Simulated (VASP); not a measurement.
Write the native input for VASP 6.6.1 that does the following.

- Task: single point
- Functional: LDA
- Potentials or basis: VASP PAW LDA potentials, release 64 (Sb)
- Cutoff: 520 eV
- k mesh: 12 × 12 × 7
- Occupations: fermi-dirac, width 0.03 eV
- Spin: no spin polarisation
- Dipole correction: no
- Further INCAR settings: ALGO = Normal; EDIFF = 1e-06; NBANDS = 12

The structure of Sb lies in POSCAR:

```
Sb
1.0
    3.3801929534      0.0000000000      0.0000000000
   -1.6900964767      2.9273329673      0.0000000000
    0.0000000000      0.0000000000      5.3477077713
Sb
2
Direct
    0.3333333333      0.6666666667      0.2500000000
    0.6666666667      0.3333333333      0.7500000000
```

This cell differs from its parent crystal: volume scaled by 1.01.

These files were run (other wordings do the same):

INCAR

```
SYSTEM = Sb
PREC = Accurate ; ENCUT = 520
EDIFF = 1E-6 ; ISMEAR = -1
SIGMA = 0.03 ; LREAL = .FALSE.
LASPH = .TRUE. ; NELM = 80
ALGO = Normal ; ISIF = 2
LWAVE = .FALSE. ; LCHARG = .FALSE.
NBANDS = 12
```

KPOINTS

```
Automatic mesh
0
G
  12 12 7
  0 0 0
```

Potentials or basis: VASP PAW LDA potentials, release 64 (Sb).

The run is started by

```sh
$ cat potpaw_LDA.64/Sb/POTCAR > POTCAR
$ mpirun -np 1 vasp_std > vasp.out
```

Results of the run:

The pressure is -1.9 GPa and the band gap on the k mesh is zero (band 5 reaches 12.55 eV, above the bottom of band 6 at 5.76 eV).

Caveat: spin-orbit coupling is left out, which moves the levels of the heavy elements.

Run time: 49 s on 1 thread of AMD EPYC 7R43 64-Core Processor (Zen 3) (shared host), peak memory 0.13 GiB.
